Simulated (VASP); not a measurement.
## BN: single point with PBEsol

The system is BN.

```
CELL_PARAMETERS angstrom
1.24272 0.71749 3.35030
-1.24272 0.71749 3.35030
0.00000 -1.43497 3.35030
ATOMIC_POSITIONS crystal
N 0.66724 0.66724 0.66724
B 0.00033 0.00033 0.00033
```

This cell differs from its parent crystal: volume scaled by 0.98.

```
Program                : VASP 6.6.1
Task                   : single point
Functional             : PBEsol
Potentials or basis    : VASP PAW PBE potentials, release 64 (N, B)
Cutoff                 : 520 eV
k mesh                 : 12 × 12 × 12
Occupations            : fermi-dirac, width 0.05 eV
Spin                   : no spin polarisation
Dipole correction      : no
Further INCAR settings : ALGO = Normal; EDIFF = 1e-07; NBANDS = 11
```

```json
{
  "Pressure": "6.1 GPa",
  "Band gap on the k mesh": "4.20 eV, indirect (least direct gap 4.68 eV)"
}
```

Stress tensor (GPa, compression positive):
```
8.89 0.00 0.00
0.00 8.89 0.00
0.00 0.00 0.47
```

Levels at points of the mesh, in eV from the valence-band top:
| k point | band 1 | band 2 | band 3 | band 4 | band 5 | band 6 | band 7 | band 8 | band 9 |
| --- | --- | --- | --- | --- | --- | --- | --- | --- | --- |
| (0.00, 0.00, 0.00) | -17.86 | -4.28 | -1.23 | -1.23 | 5.00 | 11.81 | 11.81 | 13.37 | 15.10 |
| (0.50, 0.00, 0.00) | -14.58 | -9.02 | -4.09 | -0.61 | 5.27 | 10.07 | 13.00 | 14.99 | 19.99 |
| (0.50, 0.50, 0.00) | -14.50 | -8.89 | -4.15 | -1.22 | 4.20 | 10.06 | 14.22 | 17.60 | 20.49 |
| (0.50, 0.50, 0.50) | -17.58 | -6.34 | -1.25 | -1.25 | 10.12 | 11.74 | 11.74 | 12.60 | 16.50 |

Wall time 41 s on 1 thread of Intel(R) Xeon(R) Platinum 8488C (Sapphire Rapids), with other jobs on the host, peak memory 0.16 GiB.

Caveat: the PAW data sets were made with another functional, which shifts forces and pressure a little. A k mesh can miss the band edges.
